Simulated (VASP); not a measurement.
**Li2Se: relaxation of cell and atoms with PBEsol**

The system is Li2Se.

```xyz
3
Lattice="2.9724 2.9724 0.0000 -2.9724 2.9724 0.0000 0.0000 2.9724 2.9724" Properties=species:S:1:pos:R:3 pbc="T T T"
Li   -1.4862    4.4586    1.4862
Li    1.4862    4.4586    1.4862
Se    0.0000    0.0000    0.0000
```

```
Program                : VASP 6.6.1
Task                   : relaxation of cell and atoms
Functional             : PBEsol
Potentials or basis    : VASP PAW PBE potentials, release 64 (Li_sv, Se)
Cutoff                 : 750 eV
k mesh                 : 8 × 8 × 8
Occupations            : gaussian, width 0.01 eV
Spin                   : no spin polarisation
Target pressure        : 7 GPa
Dipole correction      : no
Further INCAR settings : ALGO = Normal; EDIFF = 1e-07; IBRION = 2; EDIFFG = -0.002; NSW = 100; ISIF = 3
```

```json
{"Relaxed volume": "15.12 Å³/atom", "Relaxed cell": "a = 4.003 Å, b = 4.003 Å, c = 4.003 Å, α = 60.00°, β = 60.00°, γ = 90.00°", "Space group after relaxing (to 0.1 Å)": "Fm-3m (No. 225)", "Energy change on relaxing (the run minimises the enthalpy)": "+46.4 meV/atom", "Ionic steps": "5", "Pressure after relaxing": "7.0 GPa", "Band gap on the k mesh": "2.64 eV (least direct gap 4.03 eV)"}
```

The path:
```
step  energy change (eV)  largest force (eV/Å)  pressure (GPa)  volume (Å³)
   1              0.0000                0.0000            0.01        52.52
   2              0.0805                0.0000            5.04        46.93
   3              0.1344                0.0000            6.85        45.47
   4              0.1402                0.0000            7.04        45.34
   5              0.1392                0.0000            7.00        45.36
```

Final structure:
```cif
data_structure
_symmetry_space_group_name_H-M 'P 1'
_symmetry_Int_Tables_number 1
_cell_length_a 4.0031
_cell_length_b 4.0031
_cell_length_c 4.0031
_cell_angle_alpha 60.000
_cell_angle_beta 60.000
_cell_angle_gamma 90.000
_cell_volume 45.36
loop_
_atom_site_label
_atom_site_type_symbol
_atom_site_fract_x
_atom_site_fract_y
_atom_site_fract_z
_atom_site_occupancy
Li1 Li 0.25000 0.75000 0.50000 1
Li2 Li 0.75000 0.25000 0.50000 1
Se1 Se 0.00000 0.00000 0.00000 1
```

Levels at points of the mesh, in eV from the valence-band top:
```csv
k point,band 3,band 4,band 5,band 6,band 7,band 8,band 9,band 10
"(0.00, 0.00, 0.00)",-11.94,0.00,0.00,0.00,4.03,5.60,5.60,5.60
"(0.50, 0.00, 0.00)",-11.42,-3.60,-0.69,-0.69,5.78,5.93,5.93,8.52
"(0.50, 0.50, 0.00)",-11.27,-2.74,-1.86,-1.86,2.64,6.58,11.44,11.44
```

Run time: 92 s on 1 thread of Intel(R) Xeon(R) Platinum 8259CL CPU @ 2.50GHz (Skylake/Cascade Lake), with other jobs on the host, peak memory 0.25 GiB.

Caveat: the cell is relaxed towards a set pressure, so the run minimises the enthalpy, not the energy; the PAW data sets were made with another functional, which shifts forces and pressure a little. A k mesh can miss the band edges.
